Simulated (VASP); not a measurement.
Wanted: the native input for a VASP 6.6.1 run.

| Item | Value |
| --- | --- |
| Task | single point |
| Functional | PBEsol |
| Potentials or basis | VASP PAW PBE potentials, release 64 (Ba_sv, Ti_sv, O) |
| Cutoff | 520 eV |
| k mesh | 6 × 6 × 6 |
| Occupations | gaussian, width 0.01 eV |
| Spin | no spin polarisation |
| Dipole correction | no |
| Further INCAR settings | ALGO = Normal; EDIFF = 1e-06; NBANDS = 28 |

The structure of BaTiO3 lies in POSCAR:

```
BaTiO3
1.0
    3.9702274728      0.0000000000      0.0000000000
    0.0000000000      3.9702274728      0.0000000000
    0.0000000000      0.0000000000      3.9702274728
Ba Ti O
1 1 3
Direct
    0.5000000000      0.5000000000      0.5000000000
    0.0000000000      0.0000000000      0.0000000000
    0.5000000000      0.0000000000      0.0000000000
    0.0000000000      0.0000000000      0.5000000000
    0.0000000000      0.5000000000      0.0000000000
```

These files were run (other wordings do the same):

INCAR

```
SYSTEM = BaTiO3
PREC = Accurate ; ENCUT = 520
EDIFF = 1E-6 ; ISMEAR = 0
SIGMA = 0.01 ; LREAL = .FALSE.
LASPH = .TRUE. ; NELM = 80
ALGO = Normal ; ISIF = 2
LWAVE = .FALSE. ; LCHARG = .FALSE.
GGA = PS ; NBANDS = 28
```

KPOINTS

```
regular mesh
0
G
  6 6 6
  0 0 0
```

Potentials or basis: VASP PAW PBE potentials, release 64 (Ba_sv, Ti_sv, O).

Run with:

```sh
$ cat potpaw_PBE.64/Ba_sv/POTCAR potpaw_PBE.64/Ti_sv/POTCAR potpaw_PBE.64/O/POTCAR > POTCAR
$ mpirun -np 1 vasp_std > vasp.out
```

It gave:

```
Pressure               : 2.0 GPa
Band gap on the k mesh : 1.74 eV, indirect (least direct gap 1.86 eV)
```

Caveat: the PAW data sets were made with another functional, which shifts forces and pressure a little; spin-orbit coupling is left out, which moves the levels of the heavy elements.

It took 17 s on 1 thread of Intel(R) Xeon(R) 6975P-C (Granite Rapids), on a shared host, peak memory 0.18 GiB.
